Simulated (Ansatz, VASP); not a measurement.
**One calculation of HfC, two programs**

```
CELL_PARAMETERS angstrom
0.04650 2.34825 2.34825
2.34825 0.04650 2.34825
2.34825 2.34825 0.04650
ATOMIC_POSITIONS crystal
Hf 0.50000 0.50000 0.50000
C 0.00000 0.00000 0.00000
```

Change from the starting cell: equal xy, yz and zx shear strains of +2 %, crystal datasets.

Alike in both runs: task electric field gradients; functional LDA; k mesh 12 × 12 × 12; occupations fermi-dirac, width 0.05 eV; no spin polarisation.

|  | VASP | Ansatz |
| --- | --- | --- |
| version | VASP 6.6.1 | Ansatz 0.2.0 |
| potentials or method | VASP PAW LDA potentials, release 64 (Hf_pv, C), cutoff 520 eV | all-electron PAW with datasets made for the crystal, scalar-relativistic |

Ansatz gave:

- pressure (GPa): -11.7
- traceless stress, the component that is largest in VASP (GPa): -3.54
- size of Vzz on the site where it differs most (V/Å²): 2.2

**Question.** Estimate VASP's values.

**Answer.** Pressure (GPa): -11.5; traceless stress, the component that is largest in VASP (GPa): -3.54; size of Vzz on the site where it differs most (V/Å²): 1.1.

LDA's correlation is that of Perdew and Zunger in VASP and of Perdew and Wang (1992) in Ansatz. Ansatz ran all-electron here, and VASP with PAW potentials.

Spin-orbit coupling is off throughout.
